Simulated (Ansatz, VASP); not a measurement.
CuF in VASP and in Ansatz

The input INCAR:

```
PREC = Accurate
ENCUT = 600
EDIFF = 1E-6
ISMEAR = 0
SIGMA = 0.1
LREAL = F
LASPH = T
NELM = 60
ALGO = Normal
ISIF = 3
LWAVE = F
LCHARG = F
GGA = PE
IBRION = 2
NSW = 100
EDIFFG = -0.01
```

Contents of KPOINTS:

```
regular mesh
0
Gamma
  20 20 20
```

File POSCAR:

```
CuF
1.0
    2.7929776793      0.0000000000      0.0000000000
    0.0000000000      2.7929776793      0.0000000000
    0.0000000000      0.0000000000      2.7929776793
Cu F
1 1
Direct
    0.0000000000      0.0000000000      0.0000000000
    0.5000000000      0.5000000000      0.5000000000
```

Input for Ansatz:

```yaml
crystal:
  lattice:
    - [2.7929776793, 0.0, 0.0]
    - [0.0, 2.7929776793, 0.0]
    - [0.0, 0.0, 2.7929776793]
  atoms:
    - { symbol: Cu, position: [0.0, 0.0, 0.0] }
    - { symbol: F, position: [0.5, 0.5, 0.5] }
basis:
  ecutwfc: 420
kpoints:
  mp_grid: { grid: [20, 20, 20] }
hamiltonian:
  xc: pbe
scf:
  occupations: { method: gaussian, width: 0.1 }
output:
  forces: true
  stress: true
  eigenvalues: true
relax:
  adjacent_minimum: "off"
  f_tol: 0.01
  max_steps: 80
  cell: { stress_tol: 0.05 }
```

Alike in both runs: task relaxation of cell and atoms; functional PBE; k mesh 20 × 20 × 20; occupations gaussian, width 0.1 eV; no spin polarisation.

```csv
,VASP,Ansatz
version,VASP 6.6.1,Ansatz 0.2.0
potentials or method,"VASP PAW PBE potentials, release 64 (Cu, F), cutoff 600 eV","scalar-relativistic, plane waves, PAW"
valence electrons in the cell,18,26
```

VASP gave:

- gap on the k mesh at the Fermi level, each at its own relaxed structure (eV): none
- relaxed volume (Å³/atom): 10.89
- relaxed cell length with the largest relative difference (Å): 2.793

Question: Which values does Ansatz return?

Answer: gap on the k mesh at the Fermi level, each at its own relaxed structure (eV): none; relaxed volume (Å³/atom): 10.91; relaxed cell length with the largest relative difference (Å): 2.794.

A gap of «none» marks a metal or a gap that the smearing closes. VASP's potentials hold 18 valence electrons a cell and Ansatz's 26, so a difference there can come from the potentials and not from the codes.

Noted on VASP's run: the relaxation stopped at its first step, so nothing moved.
